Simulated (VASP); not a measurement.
Here is a VASP 6.6.1 calculation.

Contents of INCAR:

```
SYSTEM = Al8O
PREC = Accurate
ENCUT = 520
EDIFF = 1E-7
ISMEAR = 0
SIGMA = 0.1
LREAL = .FALSE.
LASPH = .TRUE.
NELM = 80
ALGO = Normal
ISIF = 2
LWAVE = .FALSE.
LCHARG = .FALSE.
LDIPOL = .TRUE.
IDIPOL = 3
DIPOL = 0.5 0.5 0.413
GGA = PE
NBANDS = 25
```

Contents of KPOINTS:

```
regular mesh
0
G
  9 9 1
  0 0 0
```

POSCAR

```
Al8O
1.0
    2.8535431553      0.0000000000      0.0000000000
   -1.4267715777      2.4712408633      0.0000000000
    0.0000000000      0.0000000000     31.9749292464
Al O
8 1
Direct
    0.3333333333      0.6666666667      0.1250980094
    0.0000000000      0.0000000000      0.1984481215
    0.6666666667      0.3333333333      0.2717982335
    0.0000000000      0.0000000000      0.3451483456
    0.3333333333      0.6666666667      0.4179223920
    0.0000000000      0.0000000000      0.4916598235
    0.6666666667      0.3333333333      0.5654146328
    0.0000000000      0.0000000000      0.6403432229
    0.6666666667      0.3333333333      0.6635438512
```

Potentials or basis: VASP PAW PBE potentials, release 64 (Al, O).

Run with:

```sh
$ cat potpaw_PBE.64/Al/POTCAR potpaw_PBE.64/O/POTCAR > POTCAR
$ mpirun -np 1 vasp_std > vasp.out
```

Question: What does it give for the band gap on the k mesh?

Answer: Zero (bands 15 and 16 overlap by 3.13 eV).

Question: What does it give for the largest force?

Answer: 0.140 eV/Å.

Forces in eV/Å, atoms in the order of the input:
```
Al   0.000  0.000 -0.079
Al   0.000  0.000  0.047
Al   0.000  0.000  0.017
Al   0.000  0.000 -0.045
Al   0.000  0.000  0.140
Al   0.000  0.000 -0.051
Al   0.000  0.000 -0.119
Al   0.000  0.000  0.100
O    0.000  0.000 -0.011
```
